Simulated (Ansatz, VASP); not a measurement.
## ZnBrF: VASP beside Ansatz

File INCAR:

```
  PREC = Accurate
  ENCUT = 520
  EDIFF = 1E-6
  ISMEAR = 0
  SIGMA = 0.1
  LREAL = F
  LASPH = T
  NELM = 150
  ALGO = Normal
  ISIF = 2
  LWAVE = F
  LCHARG = F
  ISPIN = 2
  MAGMOM = 0 0 0 0 1 1
  LORBIT = 11
  GGA = PE
  NBANDS = 39
```

The input KPOINTS:

```
Automatic mesh
0
Gamma
  6 6 4
```

The input POSCAR:

```
ZnBrF
1.0
    3.5245721000      0.0000000000      0.0000000000
    0.0000000000      3.5245721000      0.0000000000
    0.0000000000      0.0000000000      4.9844976700
Zn Br F
2 2 2
Direct
    0.5000000000      0.0000000000      0.7500000000
    0.0000000000      0.5000000000      0.2500000000
    0.5000000000      0.5000000000      0.5000000000
    0.0000000000      0.0000000000      0.5000000000
    0.0000000000      0.0000000000      0.0000000000
    0.5000000000      0.5000000000      0.0000000000
```

Input for Ansatz:

```yaml
crystal:
  lattice:
    - [3.5245721, 0.0, 0.0]
    - [0.0, 3.5245721, 0.0]
    - [0.0, 0.0, 4.98449767]
  atoms:
    - { symbol: Zn, position: [0.5, 0.0, 0.75] }
    - { symbol: Zn, position: [0.0, 0.5, 0.25] }
    - { symbol: Br, position: [0.5, 0.5, 0.5] }
    - { symbol: Br, position: [0.0, 0.0, 0.5] }
    - { symbol: F, position: [0.0, 0.0, 0.0], spin: 1.0 }
    - { symbol: F, position: [0.5, 0.5, 0.0], spin: 1.0 }
basis:
  ecutwfc: 420
kpoints:
  mp_grid: { grid: [6, 6, 4] }
hamiltonian:
  xc: pbe
scf:
  occupations: { method: gaussian, width: 0.1 }
  lower_state_search: "off"
output:
  forces: true
  stress: true
  eigenvalues: true
  populations: true
magnetization:
  spin_polarized: true
```

Alike in both runs: task single point; functional PBE; k mesh 6 × 6 × 4; occupations gaussian, width 0.1 eV; collinear spin.

|  | VASP | Ansatz |
| --- | --- | --- |
| version | VASP 6.6.1 | Ansatz 0.2.0 |
| potentials or method | VASP PAW PBE potentials, release 64 (Zn, Br, F), cutoff 520 eV | scalar-relativistic, plane waves, PAW |
| valence electrons in the cell | 52 | 52 |

|  | VASP | Ansatz | Ansatz less VASP |
| --- | --- | --- | --- |
| gap on the k mesh at the Fermi level (eV) | none | none | - |
| rms of the force components (eV/Å) | 2.723 | 2.676 | -0.0464 |
| net moment per atom (μB) | 0.00 | 0.00 | 0.000 |

Atom by atom the forces differ by 0.046 eV/Å (rms over components). A gap of «none» marks a metal or a gap that the smearing closes. With one functional, cell and mesh, what is left measures potentials, basis and numerics. Ansatz's warnings: seeded moment not kept.
